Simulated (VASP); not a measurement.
# TaN (P4/mmm) in VASP: single point with PBE

Aim: the single point of TaN with PBE.

Program: VASP 6.6.1. These are calculated values, not measurements. Logs are shortened: lines on timing, memory, paths and dates and some standing lists are left out, and cuts for length are marked.

### Step 1. The cell of the first run

Symmetry: P4/mmm, No. 123, tetragonal system. Conventional cell: a = 2.962 Å, b = 2.962 Å, c = 3.092 Å, α = 90.00°, β = 90.00°, γ = 90.00°. Ta (site symmetry 4/mmm) has 4 N at 2.09 Å within 2.8 Å. N (site symmetry 4/mmm) has 4 Ta at 2.09 Å within 2.8 Å.

### Step 2. Single point, PBE

Input file INCAR:

```
PREC = Accurate
ENCUT = 700
EDIFF = 1E-6
ISMEAR = 0
SIGMA = 0.1
LREAL = F
LASPH = T
NELM = 120
ALGO = Normal
ISIF = 2
LWAVE = F
LCHARG = T
GGA = PE
LELF = T
LVHAR = T
NBANDS = 16
GGA_COMPAT = F
```

Input file KPOINTS:

```
Automatic mesh
0
Gamma
  18 18 18
```

Input file POSCAR:

```
TaN
1.0
    2.9624363924      0.0000000000      0.0000000000
    0.0000000000      2.9624363924      0.0000000000
    0.0000000000      0.0000000000      3.0918672240
Ta N
1 1
Direct
    0.0000000000      0.0000000000      0.5000000000
    0.5000000000      0.5000000000      0.5000000000
```

Potentials or basis: VASP PAW PBE potentials, release 64 (Ta_sv_GW, N).

Started as:

```bash
$ cat potpaw_PBE.64/Ta_sv_GW/POTCAR potpaw_PBE.64/N/POTCAR > POTCAR
$ mpirun -np 1 vasp_std > vasp.out
```

OUTCAR:

```text
PREC = Accurate
   ENCUT = 700
   EDIFF = 1E-6
   ISMEAR = 0
   LREAL = F
   LASPH = T
   NELM = 120
   ISIF = 2
   GGA = PE

 ion  position               nearest neighbor table
   1  0.000  0.000  0.500-   2 2.09   2 2.09   2 2.09   2 2.09
   2  0.500  0.500  0.500-   1 2.09   1 2.09   1 2.09   1 2.09

  LATTYP: Found a simple tetragonal cell.
 ALAT       =     2.9624363924
 C/A-ratio  =     1.0436906703

  Lattice vectors:

 A1 = (   2.9624363924,   0.0000000000,   0.0000000000)
 A2 = (   0.0000000000,   2.9624363924,   0.0000000000)
 A3 = (   0.0000000000,   0.0000000000,   3.0918672240)

Analysis of symmetry for initial positions (statically):
=====================================================================
 Subroutine PRICEL returns:
 Original cell was already a primitive cell.

 Routine SETGRP: Setting up the symmetry group for a
 simple tetragonal supercell.

 Subroutine GETGRP returns: Found 16 space group operations
 (whereof 16 operations were pure point group operations)
 out of a pool of 16 trial point group operations.

The static configuration has the point symmetry D_4h.

Analysis of symmetry for dynamics (positions and initial velocities):
=====================================================================
 Subroutine PRICEL returns:
 Original cell was already a primitive cell.

 Routine SETGRP: Setting up the symmetry group for a
 simple tetragonal supercell.

 Subroutine GETGRP returns: Found 16 space group operations
 (whereof 16 operations were pure point group operations)
 out of a pool of 16 trial point group operations.

The dynamic configuration has the point symmetry D_4h.

 Subroutine INISYM returns: Found 16 space group operations
 (whereof 16 operations are pure point group operations),
 and found     1 'primitive' translations

----------------------------------------------------------------------------------------

                                     Primitive cell

  volume of cell :      27.1343

  direct lattice vectors                    reciprocal lattice vectors
     2.962436392  0.000000000  0.000000000     0.337559990  0.000000000  0.000000000
     0.000000000  2.962436392  0.000000000     0.000000000  0.337559990  0.000000000
     0.000000000  0.000000000  3.091867224     0.000000000  0.000000000  0.323429154

  length of vectors
     2.962436392  2.962436392  3.091867224     0.337559990  0.337559990  0.323429154

  position of ions in fractional coordinates (direct lattice)
     0.000000000  0.000000000  0.500000000
     0.500000000  0.500000000  0.500000000

  ion indices of the primitive-cell ions
   primitive index   ion index
                 1           1
                 2           2

----------------------------------------------------------------------------------------

 KPOINTS: Automatic mesh

Automatic generation of k-mesh.
 Grid dimensions read from file:
 generate k-points for:   18   18   18

 Generating k-lattice:

  Cartesian coordinates                     Fractional coordinates (reciprocal lattice)
     0.018753333  0.000000000  0.000000000     0.055555556  0.000000000  0.000000000
     0.000000000  0.018753333  0.000000000     0.000000000  0.055555556  0.000000000
     0.000000000  0.000000000  0.017968286     0.000000000  0.000000000  0.055555556

  Length of vectors
     0.018753333  0.018753333  0.017968286

  Shift w.r.t. Gamma in fractional coordinates (k-lattice)
     0.000000000  0.000000000  0.000000000

 Subroutine IBZKPT returns following result:
 ===========================================

 Found    550 irreducible k-points:

 Following reciprocal coordinates:
            Coordinates               Weight
  0.000000  0.000000  0.000000      1.000000
  0.055556  0.000000  0.000000      4.000000
  0.111111  0.000000  0.000000      4.000000
  0.166667  0.000000  0.000000      4.000000
  0.222222  0.000000  0.000000      4.000000
  0.277778  0.000000  0.000000      4.000000
[... 16 lines left out ...]
  0.277778  0.111111  0.000000      8.000000
  0.333333  0.111111  0.000000      8.000000
 [... further k-points ...]
   k-points           NKPTS =    550   k-points in BZ     NKDIM =    550   number of bands    NBANDS=     16
   number of dos      NEDOS =    301   number of ions     NIONS =      2
   total plane-waves  NPLWV =  21952
   dimension x,y,z NGX =    28 NGY =   28 NGZ =   28
   dimension x,y,z NGXF=    56 NGYF=   56 NGZF=   56
   ions per type =               1   1
   NGX,Y,Z   is equivalent  to a cutoff of  15.71, 15.71, 15.06 a.u.
   NGXF,Y,Z  is equivalent  to a cutoff of  31.43, 31.43, 30.11 a.u.
 SYSTEM =  unknown system
   PREC   = accura    normal or accurate (medium, high low for compatibility)
   ISTART =      0    job   : 0-new  1-cont  2-samecut
   ICHARG =      2    charge: 1-file 2-atom 10-const
   ISPIN  =      1    spin polarized calculation?
   LNONCOLLINEAR =      F non collinear calculations
   LSORBIT =      F    spin-orbit coupling
   LASPH  =      T    aspherical Exc in radial PAW
   ENCUT  =  700.0 eV  51.45 Ry    7.17 a.u.   6.39  6.39  6.67*2*pi/ulx,y,z
   NELM   =    120;   NELMIN=  2; NELMDL= -5     # of ELM steps
   EDIFF  = 0.1E-05   stopping-criterion for ELM
   LREAL  =      F    real-space projection
   EDIFFG = 0.1E-04   stopping-criterion for IOM
   NSW    =      0    number of steps for IOM
   IBRION =     -1    ionic relax: 0-MD 1-quasi-New 2-CG
   NFREE  =      0    steps in history (QN), initial steepest desc. (CG)
   ISIF   =      2    stress and relaxation
   ISYM   =      2    0-nonsym 1-usesym 2-fastsym
   POTIM  = 0.5000    time-step for ionic-motion
   TEBEG  =    0.0;   TEEND  =   0.0 temperature during run
   PSTRESS=    0.0 pullay stress
   NELECT =      18.0000    total number of electrons
   NUPDOWN=      -1.0000    fix difference up-down
   EMIN   =  10.00;   EMAX   =-10.00  energy-range for DOS
   EFERMI =   0.00;   METHOD = LEGACY
   ISMEAR =     0;   SIGMA  =   0.10  broadening in eV -4-tet -1-fermi 0-gaus
   EFERMI_NEDOS =   21; number of points for ismear=-14 and -15
   IALGO  =     38    algorithm
   IMIX   =      4    mixing-type and parameters
     AMIX     =   0.40;   BMIX     =  1.00
     AMIX_MAG =   1.60;   BMIX_MAG =  1.00
  volume/ion in A,a.u.               =      13.57        91.56
  Fermi-wavevector in a.u.,A,eV,Ry     =   1.427774  2.698101 27.735988  2.038538
  Thomas-Fermi vector in A             =   2.547907
   LORBIT       =      0    0 simple, 1 ext, 2 COOP (PROOUT), +10 PAW based schemes
   GGA     = PE    functional components
   LHFCALC =     F    Hartree Fock is set to
   AEXX    =    0.0000 exact exchange contribution
   IVDW    =     0    specifies the selected vdW correction
   LEPSILON=     F    determine dielectric tensor
   LRPA    =     F    only Hartree local field effects (RPA)
 non-spin polarized calculation
 Gauss-broadening in eV      SIGMA  =   0.10
  energy-cutoff  :      700.00
  volume of cell :       27.13
 maximum number of plane-waves:      1161
 NGX is ok and might be reduce to    28
   NGX = 13   NGY = 13   NGZ = 13

 number of electron      18.0000001 magnetization

 Free energy of the ion-electron system (eV)
  ---------------------------------------------------
  ext. energy  EPLUGINS =         0.00000000
  ---------------------------------------------------
  free energy    TOTEN  =       -24.00243370 eV

  energy without entropy =      -23.99862339  energy(sigma->0) =      -24.00052855

 E-fermi :   9.0080     XC(G=0): -12.1675

 val. band max:        8.9914683331   @ k =   0.2222   0.2222   0.3333
 cond. band min:       9.0097490617   @ k =   0.2222   0.0556   0.3333
 fundamental gap:      0.0182807287
 Fermi energy:         9.0080276004

 k-point     1 :       0.0000    0.0000    0.0000
  band No.  band energies     occupation
      1     -59.6226      2.00000
      2     -25.8873      2.00000
      3     -25.8873      2.00000
      4     -25.7999      2.00000
      5      -7.6659      2.00000
      6       5.0740      2.00000
[... 8 lines left out ...]
     15      22.6690      0.00000
     16      23.9363      0.00000

 k-point     2 :       0.0556    0.0000    0.0000
  band No.  band energies     occupation
      1     -59.6215      2.00000
      2     -25.9106      2.00000
      3     -25.8845      2.00000
      4     -25.7982      2.00000
      5      -7.6045      2.00000
      6       5.0907      2.00000
[... 8 lines left out ...]
     15      22.1069      0.00000
     16      23.9683      0.00000

 k-point     3 :       0.1111    0.0000    0.0000
  band No.  band energies     occupation
      1     -59.6184      2.00000
      2     -25.9771      2.00000
      3     -25.8762      2.00000
      4     -25.7931      2.00000
      5      -7.4249      2.00000
      6       4.7986      2.00000
[... 8 lines left out ...]
     15      21.1076      0.00000
     16      24.0616      0.00000

 k-point     4 :       0.1667    0.0000    0.0000
  band No.  band energies     occupation
      1     -59.6137      2.00000
      2     -26.0775      2.00000
      3     -25.8634      2.00000
      4     -25.7854      2.00000
      5      -7.1408      2.00000
      6       4.0991      2.00000
[... 8 lines left out ...]
     15      20.1601      0.00000
     16      24.2086      0.00000
[... 324 lines left out ...]
 k-point    22 :       0.2222    0.1111    0.0000
  band No.  band energies     occupation
      1     -59.6038      2.00000
      2     -26.1846      2.00000
      3     -25.9333      2.00000
      4     -25.7693      2.00000
      5      -6.6491      2.00000
      6       2.9842      2.00000
[... 8 lines left out ...]
     15      19.8926      0.00000
     16      21.9957      0.00000

 k-point    23 :       0.2778    0.1111    0.0000
  band No.  band energies     occupation
      1     -59.5976      2.00000
      2     -26.3088      2.00000
      3     -25.9153      2.00000
      4     -25.7593      2.00000
      5      -6.3003      2.00000
      6       2.3324      2.00000
[... 8 lines left out ...]
     15      19.8235      0.00000
     16      22.2359      0.00000

 k-point    24 :       0.3333    0.1111    0.0000
  band No.  band energies     occupation
      1     -59.5918      2.00000
      2     -26.4233      2.00000
      3     -25.8983      2.00000
      4     -25.7498      2.00000
      5      -5.9540      2.00000
      6       1.7884      2.00000
[... 8 lines left out ...]
     15      20.0432      0.00000
     16      22.4238      0.00000

 [... further k-points ...]

------------------------ aborting loop because EDIFF is reached ----------------------------------------

  FORCE on cell =-STRESS in cart. coord.  units (eV):
  Direction    XX          YY          ZZ          XY          YZ          ZX
  --------------------------------------------------------------------------------------
  -------------------------------------------------------------------------------------
  Total        0.0006493      0.0006493     -0.0543369      0.0000000      0.0000000      0.0000000
  in kB        0.0383367      0.0383367     -3.2083857      0.0000000      0.0000000      0.0000000
  external PRESSURE =      -1.0439041 kB  Pullay stress =       0.0000000 kB

 VOLUME and BASIS-vectors are now :
 -----------------------------------------------------------------------------
  energy-cutoff  :      700.00
  volume of cell :       27.13
      direct lattice vectors                 reciprocal lattice vectors
     2.962436392  0.000000000  0.000000000     0.337559990  0.000000000  0.000000000
     0.000000000  2.962436392  0.000000000     0.000000000  0.337559990  0.000000000
     0.000000000  0.000000000  3.091867224     0.000000000  0.000000000  0.323429154

 POSITION                                       TOTAL-FORCE (eV/Angst)
 -----------------------------------------------------------------------------------
      0.00000      0.00000      1.54593         0.000000      0.000000      0.000000
      1.48122      1.48122      1.54593         0.000000      0.000000      0.000000
 -----------------------------------------------------------------------------------
    total drift:                               -0.000000      0.000000      0.000000

  FREE ENERGIE OF THE ION-ELECTRON SYSTEM (eV)
  ---------------------------------------------------
  free  energy   TOTEN  =       -24.0024336989 eV

  energy  without entropy=      -23.9986233926  energy(sigma->0) =      -24.00052855
```

It took 2 min on 1 thread of Intel Xeon 6975P-C (Granite Rapids), shared host; peak memory 0.5 GiB.

Results:

```yaml
Free_energy: -24.0024 eV
Pressure: -0.1 GPa
Band_gap_on_the_k_mesh: zero (bands 9 and 10 overlap by 4.38 eV)
```

Caveat: spin-orbit coupling is left out, which moves the levels of the heavy elements.
